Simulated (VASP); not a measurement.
Write the native input for VASP 6.6.1 that does the following.

```yaml
Task: single point
Functional: r2SCAN
Potentials_or_basis: VASP PAW PBE potentials, release 64 (K_sv, F)
Cutoff: 520 eV
k_mesh: 8 × 8 × 8
Occupations: gaussian, width 0.05 eV
Spin: no spin polarisation
Dipole_correction: no
Further_INCAR_settings: ALGO = Normal; EDIFF = 1e-06; NBANDS = 15
```

The system is KF.

```
K F
1.0
     0.00000    2.67350    2.67350
     2.67350    0.00000    2.67350
     2.67350    2.67350    0.00000
K F
1 1
Direct
  0.00000 0.00000 0.00000
  0.48831 0.51169 0.51169
```

This cell differs from its parent crystal: all F atoms moved +0.062 Å, as atom 2 along Cartesian [1 0 0].

The input as run:

POSCAR

```
KF
1.0
    0.0000000000      2.6735000000      2.6735000000
    2.6735000000      0.0000000000      2.6735000000
    2.6735000000      2.6735000000      0.0000000000
K F
1 1
Direct
    0.0000000000      0.0000000000      0.0000000000
    0.4883112025      0.5116887975      0.5116887975
```

INCAR.step1

```
ALGO = Normal
EDIFF = 1E-4
ENCUT = 520
GGA = PE
ISMEAR = 0
LASPH = T
LCHARG = F
LREAL = F
LWAVE = T
NBANDS = 15
NELM = 60
PREC = Accurate
SIGMA = 0.05
```

INCAR.step2

```
ALGO = Normal
EDIFF = 1E-6
ENCUT = 520
ISIF = 2
ISMEAR = 0
ISTART = 1
LASPH = T
LCHARG = T
LELF = T
LMIXTAU = T
LREAL = F
LVHAR = T
LWAVE = F
METAGGA = R2SCAN
NBANDS = 15
NELM = 60
PREC = Accurate
SIGMA = 0.05
```

KPOINTS

```
k-points
0
Gamma
  8 8 8
```

Potentials or basis: VASP PAW PBE potentials, release 64 (K_sv, F).

Command:

```console
$ cat potpaw_PBE.64/K_sv/POTCAR potpaw_PBE.64/F/POTCAR > POTCAR
$ cp INCAR.step1 INCAR
$ mpirun -np 1 vasp_std > vasp.out
$ cp INCAR.step2 INCAR
$ mpirun -np 1 vasp_std > vasp.out
```

It gave:

```
Pressure               : -0.5 GPa
Largest force          : 0.107 eV/Å
Band gap on the k mesh : 6.82 eV
```

Caveat: the cell differs from its parent crystal (all F atoms moved +0.062 Å, as atom 2 along Cartesian [1 0 0]); the PAW data sets were made with another functional, which shifts forces and pressure a little.

It took 4.1 min on 1 thread of Intel Xeon 8259CL, on a shared host, peak memory 0.18 GiB.
